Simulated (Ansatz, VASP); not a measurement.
One calculation of TiSi2, two programs

```
Ti Si
1.0
     0.00000    4.13524    4.27947
     2.40383    0.00000    4.27947
     2.40383    4.13524    0.00000
Ti Si
2 4
Cartesian
  3.6057 6.2029 6.4192
  2.4038 4.1352 4.2795
  1.2019 0.7182 2.1397
  1.2019 3.4170 2.1397
  2.4038 1.3494 4.2795
  2.4038 6.9211 4.2795
```

Alike in both runs: functional PBE; k mesh 10 × 10 × 10; occupations gaussian, width 0.1 eV; no spin polarisation.

Ansatz relaxed the structure, and its values are those at the end. VASP's run is a single point on that final structure, the one shown.

```csv
,VASP,Ansatz
version,VASP 6.6.1,Ansatz 0.2.0
potentials or method,"VASP PAW PBE potentials, release 64 (Ti_sv, Si), cutoff 520 eV","scalar-relativistic, plane waves, PAW"
valence electrons in the cell,40,40
```

|  | VASP | Ansatz | Ansatz less VASP |
| --- | --- | --- | --- |
| gap on the k mesh at the Fermi level (eV) | none | none | - |
| pressure (GPa) | 0.0 | 0.0 | 0.00 |

A gap of «none» marks a metal or a gap that the smearing closes. With one functional, cell and mesh, what is left measures potentials, basis and numerics.
